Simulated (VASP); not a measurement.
A run of VASP 6.6.1 is set up as follows.

Contents of INCAR:

```
  ALGO = Normal
  EDIFF = 1E-6
  ENCUT = 500
  GGA = PE
  GGA_COMPAT = False
  ISIF = 2
  ISMEAR = 1
  LASPH = True
  LCHARG = True
  LELF = True
  LREAL = False
  LVHAR = True
  LWAVE = False
  NBANDS = 10
  NELM = 120
  PREC = Accurate
  SIGMA = 0.4
```

Contents of KPOINTS:

```
k-points
0
Gamma
  4 4 4
```

Contents of POSCAR:

```
Br
1.0
   -1.2867684050      1.7199972000      3.5779911600
    1.2867684050     -1.7199972000      3.5779911600
    1.2867684050      1.7199972000     -3.5779911600
Br
1
Direct
    0.0000000000      0.0000000000      0.0000000000
```

Potentials or basis: VASP PAW PBE potentials, release 64 (Br).

Command:

```bash
$ cat potpaw_PBE.64/Br/POTCAR > POTCAR
$ mpirun -np 1 vasp_std > vasp.out
```

Problem. Estimate the pressure.

Solution. 3.6 GPa.

Stress tensor (GPa, compression positive):
```
10.80  0.00  0.00
 0.00 -1.46  0.00
 0.00  0.00  1.36
```

Caveat: the k points lie up to 0.76 Å⁻¹ apart; an odd number of electrons without spin polarisation forces a metal; a magnetic or distorted state may lie lower.
